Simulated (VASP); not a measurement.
Al3FeCo2, 6 atoms in the cell. The structure is trigonal, space group P-3m1 (No. 164). The conventional cell has a = 4.039 Å, b = 4.039 Å, c = 4.944 Å, α = 90.00°, β = 90.00°, γ = 120.00°. Within 3.3 Å of Al (site symmetry -3m) lie 6 Co at 2.47 Å and 2 Fe at 2.47 Å and 6 Al at 2.86 Å. Within 3.3 Å of Al (site symmetry 3m) lie 5 Co at 2.47 to 2.48 Å and 3 Fe at 2.47 Å and 6 Al at 2.85 to 2.86 Å. Fe (site symmetry -3m) has 8 Al at 2.47 Å and 6 Co at 2.86 Å within 3.3 Å. Within 3.3 Å of Co (site symmetry 3m) lie 8 Al at 2.47 to 2.48 Å and 3 Co at 2.85 Å and 3 Fe at 2.86 Å. 

* Program: VASP 6.6.1
* Task: single point
* Functional: PBE
* Potentials or basis: VASP PAW PBE potentials, release 64 (Al, Fe, Co)
* Cutoff: 520 eV
* k mesh: 6 × 6 × 4
* Occupations: gaussian, width 0.1 eV
* Spin: no spin polarisation
* Dipole correction: no
* Further INCAR settings: ALGO = Fast; EDIFF = 1e-06; NBANDS = 26

Potentials or basis: VASP PAW PBE potentials, release 64 (Al, Fe, Co).

Run with:

```console
$ cat potpaw_PBE.64/Al/POTCAR potpaw_PBE.64/Fe/POTCAR potpaw_PBE.64/Co/POTCAR > POTCAR
$ mpirun -np 1 vasp_std > vasp.out
```

Hardware: 1 thread of AMD EPYC 9R45 96-Core Processor (Zen 5), with other jobs on the host.

Task: How long does it take, and how much memory?

Result: Run time: 39 s on 1 thread of AMD EPYC 9R45 96-Core Processor (Zen 5), with other jobs on the host, peak memory 0.17 GiB. Counts: scf iterations 18, k points 24.
